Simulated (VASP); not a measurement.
# P in VASP: notebook, part 2 of 2

VASP 6.6.1. Earlier steps stand in the parts before.

### 4 Single point, PBEsol (strain +0.0400 x Voigt [0, 0, 1, 0, 0, 0])

Contents of INCAR:

```
SYSTEM = P
  ALGO = Normal
  EDIFF = 1E-6
  ENCUT = 520
  GGA = PS
  ISIF = 2
  ISMEAR = 0
  LASPH = .TRUE.
  LCHARG = .FALSE.
  LREAL = .FALSE.
  LWAVE = .FALSE.
  NBANDS = 18
  NELM = 60
  PREC = Accurate
  SIGMA = 0.05
```

Contents of KPOINTS:

```
k-points
0
G
  8 1 6
  0 0 0
```

Contents of POSCAR:

```
P
1.0
    3.2837277200      0.0000000000      0.0000000000
    0.0000000000     34.8570309900      0.0000000000
    0.0000000000      0.0000000000      4.8173680984
P
4
Direct
    0.0000000000      0.9702614300      0.5921507200
    0.0000000000      0.0297385700      0.4078492800
    0.5000000000      0.0297385700      0.0921507200
    0.5000000000      0.9702614300      0.9078492800
```

Potentials or basis: VASP PAW PBE potentials, release 64 (P).

On the command line:

```
$ cat potpaw_PBE.64/P/POTCAR > POTCAR
$ mpirun -np 1 vasp_std > vasp.out
```

OUTCAR:

```text
SYSTEM = P
   EDIFF = 1E-6
   ENCUT = 520
   GGA = PS
   ISIF = 2
   ISMEAR = 0
   LASPH = .TRUE.
   LREAL = .FALSE.
   NELM = 60
   PREC = Accurate

 ion  position               nearest neighbor table
   1  0.000  0.970  0.592-   4 2.24   4 2.24   2 2.26
   2  0.000  0.030  0.408-   3 2.24   3 2.24   1 2.26
   3  0.500  0.030  0.092-   2 2.24   2 2.24   4 2.26
   4  0.500  0.970  0.908-   1 2.24   1 2.24   3 2.26

  LATTYP: Found a simple orthorhombic cell.
 ALAT       =     3.2837277200
 B/A-ratio  =     1.4670424923
 C/A-ratio  =    10.6150795566

  Lattice vectors:

 A1 = (  -3.2837277200,   0.0000000000,   0.0000000000)
 A2 = (   0.0000000000,   0.0000000000,   4.8173680984)
 A3 = (   0.0000000000,  34.8570309900,   0.0000000000)

Analysis of symmetry for initial positions (statically):
=====================================================================
 Subroutine PRICEL returns:
 Original cell was already a primitive cell.

 Routine SETGRP: Setting up the symmetry group for a
 simple orthorhombic supercell.
[... 165 lines left out ...]

  energy without entropy =      -22.75856641  energy(sigma->0) =      -22.75856641

 E-fermi :  -3.4275     XC(G=0):  -1.7482

 val. band max:       -3.6755081252   @ k =   0.0000   0.0000   0.0000
 cond. band min:      -2.5468002420   @ k =   0.0000   0.0000   0.0000
 fundamental gap:      1.1287078831
 Fermi energy:        -3.4275170767

 k-point     1 :       0.0000    0.0000    0.0000
  band No.  band energies     occupation
      1     -18.3839      2.00000
      2     -15.9678      2.00000
      3     -13.0115      2.00000
      4      -9.1866      2.00000
      5      -8.4700      2.00000
      6      -8.0656      2.00000
[... 397 lines left out ...]
      5      -8.4661      2.00000
      6      -8.4661      2.00000
[... 10 lines left out ...]
     17       3.0254      0.00000
     18       3.0254      0.00000

------------------------ aborting loop because EDIFF is reached ----------------------------------------

  FORCE on cell =-STRESS in cart. coord.  units (eV):
  Direction    XX          YY          ZZ          XY          YZ          ZX
  --------------------------------------------------------------------------------------
  -------------------------------------------------------------------------------------
  Total       -1.6162279     -0.2713023     -2.7597279      0.0000000     -0.0000000      0.0000000
  in kB       -4.6961918     -0.7883093     -8.0188018      0.0000000     -0.0000000      0.0000000
  external PRESSURE =      -4.5011010 kB  Pullay stress =       0.0000000 kB

 VOLUME and BASIS-vectors are now :
 -----------------------------------------------------------------------------
  energy-cutoff  :      520.00
  volume of cell :      551.40
      direct lattice vectors                 reciprocal lattice vectors
     3.283727720  0.000000000  0.000000000     0.304531948  0.000000000  0.000000000
     0.000000000 34.857030990  0.000000000     0.000000000  0.028688617  0.000000000
     0.000000000  0.000000000  4.817368098     0.000000000  0.000000000  0.207582227

 POSITION                                       TOTAL-FORCE (eV/Angst)
 -----------------------------------------------------------------------------------
      0.00000     33.82043      2.85261         0.000000      0.062065      0.325772
      0.00000      1.03660      1.96476        -0.000000     -0.062065     -0.325772
      1.64186      1.03660      0.44392        -0.000000     -0.062065      0.325772
      1.64186     33.82043      4.37344        -0.000000      0.062065     -0.325772
 -----------------------------------------------------------------------------------
    total drift:                               -0.000000      0.000000     -0.000000

  FREE ENERGIE OF THE ION-ELECTRON SYSTEM (eV)
  ---------------------------------------------------
  free  energy   TOTEN  =       -22.7585664090 eV

  energy  without entropy=      -22.7585664090  energy(sigma->0) =      -22.75856641
```

Wall time 4.2 min (1 thread of Intel Xeon Platinum 8259CL at 2.50GHz (Skylake/Cascade Lake), shared host); peak memory 0.57 GiB.

What came out:

- Free energy: -22.7586 eV
- Largest force: 0.332 eV/Å
- Band gap on the k mesh: 1.13 eV

Forces on the atoms (eV/Å):
```
P    0.000  0.062  0.326
P    0.000 -0.062 -0.326
P    0.000 -0.062  0.326
P    0.000  0.062 -0.326
```

Caveat: the cell differs from its parent crystal (strain +0.0400 x Voigt [0, 0, 1, 0, 0, 0]); the PAW data sets were made with another functional, which shifts forces and pressure a little.

### 5 Summary

```tsv
cell	gap on the mesh (eV)	largest force (eV/Å)
a = 3.284, b = 34.857, c = 4.678 Å, 4 atoms	0.95	0.10
a = 3.284, b = 34.857, c = 4.725 Å, 4 atoms	1.01	0.05
a = 3.284, b = 34.857, c = 4.817 Å, 4 atoms	1.13	0.33
```

Alike in all rows: task single point; level PBEsol; potentials or basis VASP PAW PBE potentials, release 64 (P); no spin polarisation; k mesh 8 × 1 × 6; cutoff (eV) 520; smearing gaussian 0.05 eV.

Caveats: the PAW data sets were made with another functional, which shifts forces and pressure a little.

Total energies depend on the potentials used, so only differences within one code and one set of settings carry meaning.
